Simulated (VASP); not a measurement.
Here is a VASP 6.6.1 calculation.

The input POSCAR:

```
W
1.0
    2.6161298317      0.0000000000      0.0000000000
    0.0000000000      2.6161298317      0.0000000000
    0.0000000000      0.0000000000      2.6161298317
W
1
Direct
    0.0000000000      0.0000000000      0.0000000000
```

The input INCAR.step1:

```
  PREC = Accurate
  ENCUT = 550
  ISMEAR = 1
  SIGMA = 0.1
  LREAL = False
  LASPH = True
  NELM = 120
  NBANDS = 13
  GGA = PE
  ALGO = Normal
  EDIFF = 1E-5
  LWAVE = True
  LCHARG = False
  GGA_COMPAT = False
```

Contents of INCAR.step2:

```
  PREC = Accurate
  ENCUT = 550
  EDIFF = 1E-6
  ISMEAR = 1
  SIGMA = 0.1
  LREAL = False
  LASPH = True
  NELM = 120
  ALGO = Normal
  ISIF = 2
  LWAVE = False
  LCHARG = True
  METAGGA = R2SCAN
  LMIXTAU = True
  LELF = True
  LVHAR = True
  NBANDS = 13
  ISTART = 1
  GGA_COMPAT = False
```

The input KPOINTS:

```
Automatic mesh
0
Gamma
  9 9 9
```

Potentials or basis: VASP PAW PBE potentials, release 64 (W_sv).

The run is started by

```console
$ cat potpaw_PBE.64/W_sv/POTCAR > POTCAR
$ cp INCAR.step1 INCAR
$ mpirun -np 1 vasp_std > vasp.out
$ cp INCAR.step2 INCAR
$ mpirun -np 1 vasp_std > vasp.out
```

Q: What does it give for the pressure?

A: 3.8 GPa.

Q: What does it give for the band gap on the k mesh?

A: Zero (bands 7 and 8 overlap by 2.65 eV).

Caveat: the cell stands under pressure; the PAW data sets were made with another functional, which shifts forces and pressure a little; spin-orbit coupling is left out, which moves the levels of the heavy elements.
